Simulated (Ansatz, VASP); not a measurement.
**Two plane-wave programs on Al3Rh2**

```xyz
10
Lattice="5.7395 0.0000 0.0000 0.0000 5.7395 0.0000 0.0000 0.0000 5.7395" Properties=species:S:1:pos:R:3 pbc="T T T"
Al    0.0000    2.8698    2.8698
Al    0.0000    2.8698    0.0000
Al    2.8698    0.0000    2.8698
Al    0.0000    0.0000    2.8698
Al    2.8698    0.0000    0.0000
Al    2.8698    2.8698    0.0000
Rh    1.4349    1.4349    1.4349
Rh    1.4349    4.3046    4.3046
Rh    4.3046    4.3046    1.4349
Rh    4.3046    1.4349    4.3046
```

Change from the starting cell: species swapped into the Mg3As2 type (Pn-3m, No. 224).

Alike in both runs: functional PBE; k mesh 8 × 8 × 8; occupations gaussian, width 0.1 eV; no spin polarisation.

Ansatz relaxed the structure, and its values are those at the end. VASP's run is a single point on that final structure, the one shown.

|  | VASP | Ansatz |
| --- | --- | --- |
| version | VASP 6.6.1 | Ansatz 0.2.0 |
| potentials or method | VASP PAW PBE potentials, release 64 (Al, Rh_pv), cutoff 520 eV | scalar-relativistic, plane waves, PAW |
| valence electrons in the cell | 78 | 86 |

```csv
,VASP,Ansatz,Ansatz less VASP
gap on the k mesh at the Fermi level (eV),none,none,-
pressure (GPa),0.0,0.0,-0.01
```

A gap of «none» marks a metal or a gap that the smearing closes. The functional is the same, so the differences come from potentials, cutoffs and numerics. VASP's potentials hold 78 valence electrons a cell and Ansatz's 86, so a difference there can come from the potentials and not from the codes.
